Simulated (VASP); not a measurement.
The system is Sn3Se2S.

```
Sn Se S
1.0
     4.26293    0.00000    0.00000
    -2.13147    3.69181    0.00000
     0.00000    0.00000   10.44201
Sn Se S
3 2 1
Direct
  0.00000 0.00000 0.00000
  0.33333 0.66667 0.66667
  0.66667 0.33333 0.33333
  0.66667 0.33333 0.83333
  0.33333 0.66667 0.16667
  0.00000 0.00000 0.50000
```

* Program: VASP 6.6.1
* Task: relaxation of cell and atoms
* Functional: PBE
* Potentials or basis: VASP PAW PBE potentials, release 64 (Sn_d, Se, S)
* Cutoff: 600 eV
* k mesh: 6 × 6 × 2
* Occupations: gaussian, width 0.1 eV
* Spin: no spin polarisation

At the start: pressure -1.1 GPa; volume 27.39 Å³/atom.

Task: Where does the relaxation end?

Result: Over 8 steps the energy falls by 10.0 meV/atom and the volume is 26.81 Å³/atom (-2.1 %); space group P-3m1 (No. 164, to 0.05 Å).

The path:
```tsv
step	energy change (eV)	largest force (eV/Å)	pressure (GPa)	volume (Å³)
1	0.0000	0.4726	-1.09	164.34
2	-0.0314	0.3548	0.20	159.95
3	-0.0328	0.3199	0.55	158.79
4	-0.0477	0.1614	0.33	159.44
5	-0.0544	0.1712	0.05	160.18
6	-0.0545	0.1758	0.02	160.27
7	-0.0579	0.1136	-0.06	160.50
8	-0.0601	0.0198	-0.17	160.84
```

Final structure:
```
CELL_PARAMETERS angstrom
4.23039 0.00000 0.00000
-2.11519 3.66362 0.00000
0.00000 0.00000 10.37799
ATOMIC_POSITIONS crystal
Sn 0.00000 0.00000 0.00000
Sn 0.33333 0.66667 0.65804
Sn 0.66667 0.33333 0.34196
Se 0.66667 0.33333 0.82912
Se 0.33333 0.66667 0.17088
S 0.00000 0.00000 0.50000
```
